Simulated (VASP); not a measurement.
Write the native input for VASP 6.6.1 that does the following.

| Property | Result |
| --- | --- |
| Task | single point |
| Functional | PBE |
| Potentials or basis | VASP PAW PBE potentials, release 64 (Al, Ni) |
| Cutoff | 520 eV |
| k mesh | 18 × 18 × 8 |
| Occupations | gaussian, width 0.1 eV |
| Spin | no spin polarisation |
| Dipole correction | no |
| Further INCAR settings | ALGO = Fast; EDIFF = 1e-06; NBANDS = 15 |

The structure of Al2Ni lies in POSCAR:

```
Al2Ni
1.0
    2.8091209449      0.0000000000      0.0000000000
   -1.4045604724      2.4327701006      0.0000000000
    0.0000000000      0.0000000000      6.0958829458
Al Ni
2 1
Direct
    0.3333333333      0.6666666667      0.1923026747
    0.6666666667      0.3333333333      0.8076973253
    0.0000000000      0.0000000000      0.5000000000
```

These files were run (other wordings do the same):

INCAR

```
SYSTEM = Al2Ni
  PREC = Accurate
  ENCUT = 520
  EDIFF = 1E-6
  ISMEAR = 0
  SIGMA = 0.1
  LREAL = .FALSE.
  LASPH = .TRUE.
  NELM = 100
  ALGO = Fast
  ISIF = 2
  LWAVE = .FALSE.
  LCHARG = .FALSE.
  GGA = PE
  NBANDS = 15
```

KPOINTS

```
Automatic mesh
0
G
  18 18 8
  0 0 0
```

Potentials or basis: VASP PAW PBE potentials, release 64 (Al, Ni).

Command:

```sh
$ cat potpaw_PBE.64/Al/POTCAR potpaw_PBE.64/Ni/POTCAR > POTCAR
$ mpirun -np 1 vasp_std > vasp.out
```

Results of the run:

* Pressure: 0.5 GPa
* Band gap on the k mesh: zero (band 8 reaches 9.37 eV, above the bottom of band 9 at 8.04 eV)

Run time: 3.2 min on 1 thread of Intel(R) Xeon(R) Platinum 8259CL CPU @ 2.50GHz (Skylake/Cascade Lake) (shared host), peak memory 0.29 GiB.
